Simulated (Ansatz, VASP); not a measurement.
One calculation of Os, two programs

```xyz
1
Lattice="0.0000 1.9158 1.9742 1.9158 0.0000 1.9742 1.9158 1.9158 0.0000" Properties=species:S:1:pos:R:3 pbc="T T T"
Os    0.0000    0.0000    0.0000
```

Change from the starting cell: strain -0.015 along x and y, +0.015 along z, atoms carried along.

Alike in both runs: task single point; functional r2SCAN; k mesh 20 × 20 × 20; occupations gaussian, width 0.15 eV; no spin polarisation.

```csv
,VASP,Ansatz
version,VASP 6.6.1,Ansatz 0.2.0
potentials or method,"VASP PAW PBE potentials, release 64 (Os), cutoff 520 eV","scalar-relativistic, plane waves, PAW"
valence electrons in the cell,8,16
```

```tsv
	VASP	Ansatz	Ansatz less VASP
gap on the k mesh at the Fermi level (eV)	none	none	-
pressure (GPa)	-10.7	-11.4	-0.71
traceless stress, the component that is largest in VASP (GPa)	-6.20	-6.23	-0.029
```

VASP's potentials were made for PBE, not for r2SCAN. A gap of «none» marks a metal or a gap that the smearing closes. VASP's potentials hold 8 valence electrons a cell and Ansatz's 16, so a difference there can come from the potentials and not from the codes.

Neither program's run includes spin-orbit coupling.
